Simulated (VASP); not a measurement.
# ZrB2 (P6/mmm) in VASP: notebook, part 2 of 3

VASP 6.6.1. Earlier steps stand in the parts before.

## Step 4: Single point, LDA

The input, POSCAR:

```
ZrB2
1.0
    3.1649998255      0.0000000000      0.0000000000
   -1.5824999128      2.7409702519      0.0000000000
    0.0000000000      0.0000000000      3.5200000000
Zr B
1 2
Direct
    0.0000000000      0.0000000000      0.0000000000
    0.3333333333      0.6666666667      0.5000000000
    0.6666666667      0.3333333333      0.5000000000
```

The input, INCAR.step1:

```
  PREC = Accurate
  ENCUT = 520
  EDIFF = 1E-6
  ISMEAR = -1
  SIGMA = 0.03
  LREAL = False
  LASPH = True
  NELM = 100
  ALGO = Normal
  ISIF = 2
  LWAVE = False
  LCHARG = True
  LMAXMIX = 4
  GGA = CA
  NBANDS = 16
```

The input, KPOINTS.step1:

```
regular mesh
0
Gamma
  13 13 10
```

The input, INCAR.step2:

```
  PREC = Accurate
  ENCUT = 520
  EDIFF = 1E-6
  ISMEAR = -5
  SIGMA = 0.03
  LREAL = False
  LASPH = True
  NELM = 100
  ALGO = Normal
  ISIF = 2
  LWAVE = False
  LCHARG = False
  LMAXMIX = 4
  GGA = CA
  LORBIT = 11
  NBANDS = 16
  NEDOS = 1001
  ICHARG = 11
```

The input, KPOINTS.step2:

```
regular mesh
0
Gamma
  20 20 15
```

The run is started by

```console
$ cat potpaw_LDA.64/Zr_sv/POTCAR potpaw_LDA.64/B/POTCAR > POTCAR
$ cp INCAR.step1 INCAR
$ cp KPOINTS.step1 KPOINTS
$ mpirun -np 1 vasp_std > vasp.out
$ cp INCAR.step2 INCAR
$ cp KPOINTS.step2 KPOINTS
$ mpirun -np 1 vasp_std > vasp.out
```

Run time: 3 min. Hardware: 1 thread of Intel Xeon 8259CL, shared host; peak memory 0.28 GiB.

It converged, with:

```
Valence electrons inside the program's atomic spheres : Zr 10.01; B 1.91
```

Levels at points of the mesh, in eV from the Fermi level:
```tsv
k point	band 7	band 8	band 9	band 10	band 11	band 12
(0.00, 0.00, 0.00)	-2.75	-2.70	-2.37	3.30	3.30	4.10
(0.50, 0.00, 0.00)	-3.99	-3.14	-2.80	2.17	2.21	4.84
```

Caveat: tetrahedron occupations give inexact forces and stress in metals.

## Step 5: Electric field gradients, LDA (equal xx and yy strain of +1 %)

The input, INCAR:

```
PREC = Accurate ; ENCUT = 520
EDIFF = 1E-8 ; ISMEAR = -1
SIGMA = 0.03 ; LREAL = F
LASPH = T ; NELM = 80
ALGO = Normal ; ISIF = 2
LWAVE = F ; LCHARG = F
GGA = CA ; LEFG = T
NBANDS = 16
```

The input, KPOINTS:

```
Automatic mesh
0
Gamma
  13 13 10
```

The input, POSCAR:

```
ZrB2
1.0
    3.1966498238      0.0000000000      0.0000000000
   -1.5983249119      2.7683799544      0.0000000000
    0.0000000000      0.0000000000      3.5200000000
Zr B
1 2
Direct
    0.0000000000      0.0000000000      0.0000000000
    0.3333333333      0.6666666667      0.5000000000
    0.6666666667      0.3333333333      0.5000000000
```

Potentials or basis: VASP PAW LDA potentials, release 64 (Zr_sv, B).

The run is started by

```console
$ cat potpaw_LDA.64/Zr_sv/POTCAR potpaw_LDA.64/B/POTCAR > POTCAR
$ mpirun -np 1 vasp_std > vasp.out
```

OUTCAR:

```text
PREC = Accurate
   ENCUT = 520
   EDIFF = 1E-8
   ISMEAR = -1
   LREAL = F
   LASPH = T
   NELM = 80
   ISIF = 2
   GGA = CA

 ion  position               nearest neighbor table
   1  0.000  0.000  0.000-   2 2.55   3 2.55   2 2.55   3 2.55   2 2.55   2 2.55   3 2.55   3 2.55
                             3 2.55   3 2.55   2 2.55   2 2.55
   2  0.333  0.667  0.500-   3 1.85   3 1.85   3 1.85   1 2.55   1 2.55   1 2.55   1 2.55   1 2.55
                             1 2.55
   3  0.667  0.333  0.500-   2 1.85   2 1.85   2 1.85   1 2.55   1 2.55   1 2.55   1 2.55   1 2.55
                             1 2.55

  LATTYP: Found a hexagonal cell.
 ALAT       =     3.1966498238
 C/A-ratio  =     1.1011528300

  Lattice vectors:

 A1 = (   3.1966498238,   0.0000000000,   0.0000000000)
 A2 = (  -1.5983249119,   2.7683799544,   0.0000000000)
 A3 = (   0.0000000000,   0.0000000000,   3.5200000000)

Analysis of symmetry for initial positions (statically):
=====================================================================
 Subroutine PRICEL returns:
 Original cell was already a primitive cell.

 Routine SETGRP: Setting up the symmetry group for a
 hexagonal supercell.

 Subroutine GETGRP returns: Found 24 space group operations
 (whereof 24 operations were pure point group operations)
 out of a pool of 24 trial point group operations.

The static configuration has the point symmetry D_6h.

Analysis of symmetry for dynamics (positions and initial velocities):
=====================================================================
 Subroutine PRICEL returns:
 Original cell was already a primitive cell.

 Routine SETGRP: Setting up the symmetry group for a
 hexagonal supercell.

 Subroutine GETGRP returns: Found 24 space group operations
 (whereof 24 operations were pure point group operations)
 out of a pool of 24 trial point group operations.

The dynamic configuration has the point symmetry D_6h.

 Subroutine INISYM returns: Found 24 space group operations
 (whereof 24 operations are pure point group operations),
 and found     1 'primitive' translations

----------------------------------------------------------------------------------------

                                     Primitive cell

  volume of cell :      31.1504

  direct lattice vectors                    reciprocal lattice vectors
     3.196649824  0.000000000  0.000000000     0.312827509  0.180611046  0.000000000
    -1.598324912  2.768379954  0.000000000     0.000000000  0.361222093  0.000000000
     0.000000000  0.000000000  3.520000000     0.000000000  0.000000000  0.284090909

  length of vectors
     3.196649824  3.196649824  3.520000000     0.361222093  0.361222093  0.284090909

  position of ions in fractional coordinates (direct lattice)
     0.000000000  0.000000000  0.000000000
     0.333333333  0.666666667  0.500000000
     0.666666667  0.333333333  0.500000000

  ion indices of the primitive-cell ions
[... 80 lines left out ...]
   IBRION =     -1    ionic relax: 0-MD 1-quasi-New 2-CG
   NFREE  =      0    steps in history (QN), initial steepest desc. (CG)
   ISIF   =      2    stress and relaxation
   ISYM   =      2    0-nonsym 1-usesym 2-fastsym
   POTIM  = 0.5000    time-step for ionic-motion
   TEBEG  =    0.0;   TEEND  =   0.0 temperature during run
   PSTRESS=    0.0 pullay stress
   NELECT =      18.0000    total number of electrons
   NUPDOWN=      -1.0000    fix difference up-down
   EMIN   =  10.00;   EMAX   =-10.00  energy-range for DOS
   EFERMI =   0.00;   METHOD = LEGACY
   ISMEAR =    -1;   SIGMA  =   0.03  broadening in eV -4-tet -1-fermi 0-gaus
   EFERMI_NEDOS =   21; number of points for ismear=-14 and -15
   IALGO  =     38    algorithm
   IMIX   =      4    mixing-type and parameters
     AMIX     =   0.40;   BMIX     =  1.00
     AMIX_MAG =   1.60;   BMIX_MAG =  1.00
  volume/ion in A,a.u.               =      10.38        70.07
  Fermi-wavevector in a.u.,A,eV,Ry     =   1.363571  2.576776 25.297676  1.859327
  Thomas-Fermi vector in A             =   2.489963
   LORBIT       =      0    0 simple, 1 ext, 2 COOP (PROOUT), +10 PAW based schemes
   GGA     = CA    functional components
   LHFCALC =     F    Hartree Fock is set to
   AEXX    =    0.0000 exact exchange contribution
   IVDW    =     0    specifies the selected vdW correction
   LEPSILON=     F    determine dielectric tensor
   LRPA    =     F    only Hartree local field effects (RPA)
 non-spin polarized calculation
  energy-cutoff  :      520.00
  volume of cell :       31.15
 maximum number of plane-waves:       852
 NGX is ok and might be reduce to    24
   NGX = 11   NGY = 11   NGZ = 13

 number of electron      18.0000000 magnetization

 Free energy of the ion-electron system (eV)
  ---------------------------------------------------
  ext. energy  EPLUGINS =         0.00000000
  ---------------------------------------------------
  free energy    TOTEN  =       -27.42652390 eV

  energy without entropy =      -27.42517507  energy(sigma->0) =      -27.42584949

 E-fermi :  10.4383     XC(G=0): -12.5277

 val. band max:       10.3209467493   @ k =   0.2308   0.2308   0.0000
 cond. band min:      10.4499240184   @ k =   0.3077   0.1538   0.0000
 fundamental gap:      0.1289772691
 Fermi energy:        10.4383233252

 k-point     1 :       0.0000    0.0000    0.0000
  band No.  band energies     occupation
      1     -38.0530      2.00000
      2     -16.3800      2.00000
      3     -15.8614      2.00000
      4     -15.8614      2.00000
      5      -2.1705      2.00000
      6       7.6363      2.00000
[... 433 lines left out ...]
      3     -16.0605      2.00000
      4     -15.9031      2.00000
      5      -1.5838      2.00000
      6       6.4893      2.00000
[... 8 lines left out ...]
     15      16.7316      0.00000
     16      17.5697      0.00000

 [... further k-points ...]
[... 5 lines left out ...]
  --------------------------------------------------------------------------------------
  -------------------------------------------------------------------------------------
  Total       -2.5311333     -2.5311333     -1.5892771      0.0000000     -0.0000000      0.0000000
  in kB     -130.1853679   -130.1853679    -81.7422887      0.0000000     -0.0000000      0.0000000
  external PRESSURE =    -114.0376749 kB  Pullay stress =       0.0000000 kB

 VOLUME and BASIS-vectors are now :
 -----------------------------------------------------------------------------
  energy-cutoff  :      520.00
  volume of cell :       31.15
      direct lattice vectors                 reciprocal lattice vectors
     3.196649824  0.000000000  0.000000000     0.312827509  0.180611046  0.000000000
    -1.598324912  2.768379954  0.000000000     0.000000000  0.361222093  0.000000000
     0.000000000  0.000000000  3.520000000     0.000000000  0.000000000  0.284090909

 POSITION                                       TOTAL-FORCE (eV/Angst)
 -----------------------------------------------------------------------------------
      0.00000      0.00000      0.00000        -0.000000      0.000000      0.000000
     -0.00000      1.84559      1.76000        -0.000000     -0.000000      0.000000
      1.59832      0.92279      1.76000         0.000000      0.000000     -0.000000
 -----------------------------------------------------------------------------------
    total drift:                               -0.000000      0.000000      0.000000

  FREE ENERGIE OF THE ION-ELECTRON SYSTEM (eV)
  ---------------------------------------------------
  free  energy   TOTEN  =       -27.4265239042 eV

  energy  without entropy=      -27.4251750699  energy(sigma->0) =      -27.42584949

 Electric field gradients (V/A^2)
---------------------------------------------------------------------
 ion       V_xx      V_yy      V_zz      V_xy      V_xz      V_yz
---------------------------------------------------------------------
   1     -21.452   -21.452    42.904    -0.000     0.000     0.000
   2      -0.597    -0.597     1.195    -0.000     0.000     0.000
   3      -0.597    -0.597     1.195    -0.000     0.000     0.000
---------------------------------------------------------------------

 Electric field gradients after diagonalization (V/A^2)
 (convention: |V_zz| > |V_xx| > |V_yy|)
----------------------------------------------------------------------
 ion       V_xx      V_yy      V_zz     asymmetry (V_yy - V_xx)/ V_zz
----------------------------------------------------------------------
   1     -21.452   -21.452    42.904       0.000
   2      -0.597    -0.597     1.195       0.000
   3      -0.597    -0.597     1.195       0.000
----------------------------------------------------------------------

           NMR quadrupolar parameters

 Cq : quadrupolar parameter    Cq=e*Q*V_zz/h
 eta: asymmetry parameters     (V_yy - V_xx)/ V_zz
 Q  : nuclear electric quadrupole moment in mb (millibarn)
----------------------------------------------------------------------
 ion       Cq(MHz)       eta       Q (mb)
----------------------------------------------------------------------
   1       0.104       0.000       1.000
   2       0.003       0.000       1.000
   3       0.003       0.000       1.000
----------------------------------------------------------------------
```

OSZICAR:

```text
N       E                     dE             d eps       ncg     rms          rms(c)
DAV:   1     0.998045871389E+02    0.99805E+02   -0.96520E+03  4032   0.112E+03
DAV:   2    -0.260323387372E+02   -0.12584E+03   -0.12096E+03  5296   0.289E+02
DAV:   3    -0.300788977770E+02   -0.40466E+01   -0.40298E+01  6160   0.443E+01
DAV:   4    -0.301385326737E+02   -0.59635E-01   -0.59616E-01  4896   0.495E+00
DAV:   5    -0.301400114798E+02   -0.14788E-02   -0.14788E-02  6144   0.522E-01    0.212E+01
DAV:   6    -0.274820681874E+02    0.26579E+01   -0.60281E+00  5248   0.161E+01    0.838E+00
DAV:   7    -0.274319143613E+02    0.50154E-01   -0.59974E-01  5544   0.475E+00    0.319E+00
DAV:   8    -0.274313638334E+02    0.55053E-03   -0.10078E-01  4848   0.252E+00    0.386E-01
DAV:   9    -0.274268494454E+02    0.45144E-02   -0.21833E-02  5024   0.110E+00    0.183E-01
DAV:  10    -0.274265189499E+02    0.33050E-03   -0.16442E-03  4808   0.362E-01    0.401E-02
DAV:  11    -0.274265252501E+02   -0.63002E-05   -0.57869E-05  5216   0.707E-02    0.988E-03
DAV:  12    -0.274265241410E+02    0.11091E-05   -0.28377E-06  5168   0.142E-02    0.616E-03
DAV:  13    -0.274265238988E+02    0.24225E-06   -0.47363E-07  6072   0.597E-03    0.120E-03
DAV:  14    -0.274265239042E+02   -0.53979E-08   -0.24559E-08  4568   0.138E-03
   1 F= -.27426524E+02 E0= -.27425849E+02  d E =-.134883E-02
```

stdout:

```text
POSCAR found type information on POSCAR ZrB
 POSCAR found :  2 types and       3 ions
 scaLAPACK will be used
 LDA part: xc-table for (Slater(with rela. corr.)+CA(PZ))
 , standard interpolation
 POSCAR, INCAR and KPOINTS ok, starting setup
 FFT: planning ... GRIDC
 FFT: planning ... GRID_SOFT
 FFT: planning ... GRID
 WAVECAR not read
 entering main loop
ion   1

ion   2

ion   3
```

It took 37 s on 1 thread of Intel Xeon Platinum 8375C at 2.90GHz (Ice Lake), shared host; peak memory 0.18 GiB.

Results:

```
Free energy                             : -27.4265 eV
Pressure                                : -11.4 GPa
Band gap on the k mesh                  : zero (bands 9 and 10 overlap by 0.93 eV)
Largest electric field gradient by atom : Zr +42.9; B +1.2 V/Å²
```

Stress tensor (GPa, compression positive):
```
-13.02   0.00   0.00
  0.00 -13.02   0.00
  0.00   0.00  -8.17
```

Levels at points of the mesh, in eV from the Fermi level:
```tsv
k point	band 7	band 8	band 9	band 10	band 11	band 12
(0.00, 0.00, 0.00)	-2.80	-2.65	-2.33	3.18	3.18	4.05
(0.00, 0.00, 0.50)	-1.12	-1.12	0.08	0.08	0.62	0.62
```

Electric field gradients, principal values (V/Å²):
| atom | least | middle | greatest (by size) |
| --- | --- | --- | --- |
| 1 Zr | -21.452 | -21.452 | 42.904 |
| 2 B | -0.597 | -0.597 | 1.195 |
| 3 B | -0.597 | -0.597 | 1.195 |

Caveat: the cell differs from its parent crystal (equal xx and yy strain of +1 %); the cell stands under tension; without QUAD_EFG the Cq values of the log hold for a quadrupole moment of 1 mb, not for the nuclei.

[end of part 2 of 3]
